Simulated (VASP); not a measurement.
The system is SiC (Moissanite 3C).

```
Si C
1.0
     0.00000    2.13452    2.13452
     2.13452    0.00000    2.13452
     2.13452    2.13452    0.00000
Si C
1 1
Direct
  0.00000 0.00000 0.00000
  0.75000 0.75000 0.75000
```

Base run:

* Program: VASP 6.6.1
* Functional: revPBE
* Dispersion: D3(BJ)
* Potentials or basis: VASP PAW PBE potentials, release 64 (Si, C)
* Cutoff: 600 eV
* k mesh: 10 × 10 × 10
* Occupations: fermi-dirac, width 0.05 eV
* Spin: no spin polarisation

Its results: band gap on the k mesh 1.30 eV, indirect (least direct gap 4.59 eV); pressure 10.4 GPa.

The run is repeated on the same cell with these changes: functional from revPBE to r2SCAN; dispersion from D3(BJ) to rVV10; cutoff from 600 eV to 660 eV. What comes out?

Band gap on the k mesh 1.65 eV, indirect (least direct gap 5.11 eV); pressure 14.4 GPa.

Several settings changed at once, so the effect can't be laid on one alone.

Caveats: the PAW data sets were made with another functional, which shifts forces and pressure a little.

A k mesh can miss the band edges.
